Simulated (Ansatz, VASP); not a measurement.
SrO: VASP beside Ansatz

Contents of INCAR:

```
SYSTEM = SrO
  PREC = Accurate
  ENCUT = 600
  EDIFF = 1E-6
  ISMEAR = 0
  SIGMA = 0.01
  LREAL = .FALSE.
  LASPH = .TRUE.
  NELM = 120
  ALGO = Normal
  ISIF = 2
  LWAVE = .FALSE.
  LCHARG = .FALSE.
  GGA = PE
  NBANDS = 15
  GGA_COMPAT = .FALSE.
```

The input KPOINTS:

```
Automatic mesh
0
G
  4 4 4
  0 0 0
```

Contents of POSCAR:

```
SrO
1.0
    0.0000000000      2.3504189100      2.3504189100
    2.3504189100      0.0000000000      2.3504189100
    2.3504189100      2.3504189100      0.0000000000
Sr O
1 1
Direct
    0.0000000000      0.0000000000      0.0000000000
    0.5000000000      0.5000000000      0.5000000000
```

Input for Ansatz:

```yaml
crystal:
  lattice:
    - [0.0, 2.35041891, 2.35041891]
    - [2.35041891, 0.0, 2.35041891]
    - [2.35041891, 2.35041891, 0.0]
  atoms:
    - { symbol: Sr, position: [0.0, 0.0, 0.0] }
    - { symbol: O, position: [0.5, 0.5, 0.5] }
basis:
  precision: f64
  xc_grid: 2
  ecutwfc: 700
  ecutrho_ratio: 4
kpoints:
  mp_grid: { grid: [4, 4, 4], shift: [0, 0, 0] }
hamiltonian:
  xc: pbe
  dispersion: none
  pseudopotentials:
    kind: paw
    azcp:
      O: "pseudopotentials/O.paw.azcp"
      Sr: "pseudopotentials/Sr.paw.azcp"
magnetization:
  spin_polarized: false
scf:
  lower_state_search: "off"
  max_iter: 200
  occupations: { method: fixed }
  convergence: { dr2_threshold: "1e-10 eV" }
output:
  forces: true
  stress: true
  eigenvalues: true
```

Alike in both runs: task single point; functional PBE; k mesh 4 × 4 × 4; no spin polarisation.

```csv
,VASP,Ansatz
version,VASP 6.6.1,Ansatz 0.2.0-dev
potentials or method,"VASP PAW PBE potentials, release 64 (Sr_sv, O), cutoff 600 eV",hard PAW set made for 700 eV
occupations,"gaussian, width 0.01 eV",fixed
```

```csv
,VASP,Ansatz,Ansatz less VASP
gap on the k mesh at the Fermi level (eV),2.58,2.60,+0.026
```

The k mesh is coarse, so the values compare programs but aren't converged.
